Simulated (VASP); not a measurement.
Here is a VASP 6.6.1 calculation.

The input INCAR:

```
SYSTEM = Mg
PREC = Accurate ; ENCUT = 520
EDIFF = 1E-6 ; ISMEAR = -1
SIGMA = 0.08 ; LREAL = .False.
LASPH = .True. ; NELM = 100
ALGO = Normal ; ISIF = 2
LWAVE = .False. ; LCHARG = .False.
GGA = PE ; NBANDS = 9
```

The input KPOINTS:

```
regular mesh
0
Gamma
  14 14 14
  0 0 0
```

The input POSCAR:

```
Mg
1.0
   -2.9253888873      2.9253888873      1.5216188256
    2.9253888873     -2.9253888873      1.5216188256
    2.9253888873      2.9253888873     -1.5216188256
Mg
2
Direct
   -0.3750000000     -0.1250000000     -0.2500000000
    0.3750000000      0.1250000000      0.2500000000
```

Potentials or basis: VASP PAW PBE potentials, release 64 (Mg).

The run is started by

```console
$ cat potpaw_PBE.64/Mg/POTCAR > POTCAR
$ mpirun -np 1 vasp_std > vasp.out
```

Task: Estimate the band gap on the k mesh.

Result: Zero (bands 2 and 3 overlap by 4.91 eV).

Task: Estimate the pressure.

Result: -0.4 GPa.
